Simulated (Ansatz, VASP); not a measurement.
Two plane-wave programs on AgCl

POSCAR

```
AgCl
1.0
   -0.0360513896      2.7371324246      2.7371324246
    2.7371324246     -0.0360513896      2.7371324246
    2.7371324246      2.7371324246     -0.0360513896
Ag Cl
1 1
Direct
    0.0000000000      0.0000000000      0.0000000000
    0.5000000000      0.5000000000      0.5000000000
```

The input INCAR.step1:

```
PREC = Accurate ; ENCUT = 520
EDIFF = 1E-5 ; ISMEAR = 0
SIGMA = 0.01 ; LREAL = F
LASPH = T ; NELM = 100
ALGO = Normal ; ISIF = 2
LWAVE = T ; LCHARG = F
NBANDS = 16 ; GGA = PE
```

INCAR.step2

```
PREC = Accurate ; ENCUT = 520
EDIFF = 1E-6 ; ISMEAR = 0
SIGMA = 0.01 ; LREAL = F
LASPH = T ; NELM = 100
ALGO = Normal ; ISIF = 2
LWAVE = F ; LCHARG = F
GGA = PE ; LHFCALC = T
HFSCREEN = 0.2079 ; PRECFOCK = Normal
NBANDS = 16 ; ISTART = 1
```

File KPOINTS:

```
regular mesh
0
Gamma
  6 6 6
```

Input for Ansatz:

```yaml
crystal:
  lattice:
    - [-0.0360513896, 2.7371324246, 2.7371324246]
    - [2.7371324246, -0.0360513896, 2.7371324246]
    - [2.7371324246, 2.7371324246, -0.0360513896]
  atoms:
    - { symbol: Ag, position: [0.0, 0.0, 0.0] }
    - { symbol: Cl, position: [0.5, 0.5, 0.5] }
kpoints:
  mp_grid: { grid: [6, 6, 6] }
  band_path:
    path:
      - [0.0, 0.0, 0.0]
      - [0.5, 0.0, 0.5]
      - [0.625, 0.25, 0.625]
      - [0.375, 0.375, 0.75]
      - [0.5, 0.5, 0.5]
      - [0.5, 0.25, 0.75]
      - [0.0375, 0.0375, 0.075]
    npoints: 1
hamiltonian:
  xc: hse06
scf:
  occupations: { method: fixed }
  n_extra_bands: 4
output:
  forces: true
  stress: true
  eigenvalues: true
```

Change from the starting cell: shear_111 strain -1.9%.

Alike in both runs: task single point; functional HSE06; k mesh 6 × 6 × 6; no spin polarisation.

|  | VASP | Ansatz |
| --- | --- | --- |
| version | VASP 6.6.1 | Ansatz 0.2.0 |
| potentials or method | VASP PAW PBE potentials, release 64 (Ag, Cl) | plane waves, PAW |
| plane-wave cutoff (eV) | 520 | 420 |
| occupations | gaussian, width 0.01 eV | fixed |
| valence electrons in the cell | 18 | 26 |

Ansatz gave:

- gap on the k mesh at the Fermi level (eV): 2.39
- pressure (GPa): 2.4
- traceless stress, the component that is largest in VASP (GPa): 0.08

Task: Which values does VASP return?

Result: gap on the k mesh at the Fermi level (eV): 2.37; pressure (GPa): 2.2; traceless stress, the component that is largest in VASP (GPa): 0.08.

VASP's potentials hold 18 valence electrons a cell and Ansatz's 26, so a difference there can come from the potentials and not from the codes. Ansatz's warnings: stress exchange threshold loose, stress scf threshold loose.
